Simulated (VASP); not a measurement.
## Cs3SrPb4Br12 (a cell with a defect): electric field gradients with PBE

System: Cs3SrPb4Br12 (a cell with a defect).

```
CELL_PARAMETERS angstrom
-5.87000 5.87000 5.87000
5.87000 -5.87000 5.87000
5.87000 5.87000 -5.87000
ATOMIC_POSITIONS crystal
Sr 0.00000 0.00000 0.00000
Cs 0.50000 0.50000 0.00000
Cs 0.50000 0.00000 0.50000
Cs 0.00000 0.50000 0.50000
Pb 0.50000 0.50000 0.50000
Pb 0.00000 0.00000 0.50000
Pb 0.00000 0.50000 0.00000
Pb 0.50000 0.00000 0.00000
Br 0.50000 0.25000 0.25000
Br 0.00000 0.75000 0.25000
Br 0.00000 0.25000 0.75000
Br 0.50000 0.75000 0.75000
Br 0.25000 0.50000 0.25000
Br 0.75000 0.00000 0.25000
Br 0.75000 0.50000 0.75000
Br 0.25000 0.00000 0.75000
Br 0.25000 0.25000 0.50000
Br 0.75000 0.75000 0.50000
Br 0.75000 0.25000 0.00000
Br 0.25000 0.75000 0.00000
```

* Program: VASP 6.6.1
* Task: electric field gradients
* Functional: PBE
* Potentials or basis: VASP PAW PBE potentials, release 64 (Sr_sv, Cs_sv, Pb_d, Br)
* Cutoff: 520 eV
* k mesh: 2 × 2 × 2
* Occupations: fermi-dirac, width 0.01 eV
* Spin: no spin polarisation
* Dipole correction: no
* Charge: 1
* Further INCAR settings: LREAL = Auto; ALGO = Normal; EDIFF = 1e-08; NBANDS = 104; NELECT = 176.0

The largest force is 0.277 eV/Å. The largest electric field gradient by atom is Sr +0.0; Cs +0.0; Pb -1.0; Br +162.0 V/Å².

Forces in eV/Å, atoms in the order of the input:
```
Sr   0.000  0.000  0.000
Cs   0.000  0.000  0.000
Cs   0.000  0.000  0.000
Cs   0.000  0.000  0.000
Pb   0.000  0.000  0.000
Pb   0.000  0.000  0.000
Pb   0.000  0.000  0.000
Pb   0.000  0.000  0.000
Br   0.000 -0.196 -0.196
Br   0.000 -0.196  0.196
Br   0.000  0.196 -0.196
Br   0.000  0.196  0.196
Br  -0.196  0.000 -0.196
Br  -0.196  0.000  0.196
Br   0.196  0.000  0.196
Br   0.196  0.000 -0.196
Br  -0.196 -0.196  0.000
Br   0.196  0.196  0.000
Br  -0.196  0.196  0.000
Br   0.196 -0.196  0.000
```

Levels at points of the mesh, in eV from the Fermi level:
| k point | band 84 | band 85 | band 86 | band 87 | band 88 | band 89 | band 90 | band 91 | band 92 | band 93 |
| --- | --- | --- | --- | --- | --- | --- | --- | --- | --- | --- |
| (0.00, 0.00, 0.00) | -2.00 | -1.93 | -0.93 | -0.93 | -0.93 | 1.31 | 1.87 | 1.87 | 1.87 | 1.91 |
| (0.50, 0.00, 0.00) | -2.17 | -2.15 | -2.10 | -1.38 | -1.37 | 1.57 | 1.84 | 1.88 | 2.30 | 2.30 |
| (0.50, 0.50, 0.50) | -1.96 | -1.67 | -1.67 | -1.67 | -0.22 | 1.30 | 1.30 | 1.30 | 1.60 | 2.33 |

Electric field gradients, principal values (V/Å²):
```csv
atom,least,middle,greatest (by size)
1 Sr,0.000,0.000,0.000
2 Cs,-0.013,-0.014,0.026
3 Cs,-0.013,-0.014,0.026
4 Cs,-0.013,-0.014,0.026
5 Pb,0.510,0.510,-1.020
6 Pb,0.509,0.510,-1.019
7 Pb,0.509,0.510,-1.019
8 Pb,0.509,0.510,-1.019
9 Br,-44.372,-117.616,161.988
10 Br,-44.372,-117.616,161.988
11 Br,-44.372,-117.616,161.988
12 Br,-44.372,-117.616,161.988
13 Br,-44.372,-117.616,161.988
14 Br,-44.372,-117.616,161.988
15 Br,-44.372,-117.616,161.988
16 Br,-44.372,-117.616,161.988
17 Br,-44.372,-117.616,161.988
18 Br,-44.372,-117.616,161.988
19 Br,-44.372,-117.616,161.988
20 Br,-44.372,-117.616,161.988
```

Run time: 31 min on 1 thread of AMD EPYC 7R43 64-Core Processor (Zen 3), with other jobs on the host, peak memory 0.99 GiB.

Caveat: the cell carries a net charge on a neutralising background, which shifts energy and pressure; the cell is charged against a uniform background, so pressure and absolute levels hang on convention; without QUAD_EFG the Cq values of the log hold for a quadrupole moment of 1 mb, not for the nuclei; spin-orbit coupling is left out, which moves the levels of the heavy elements.
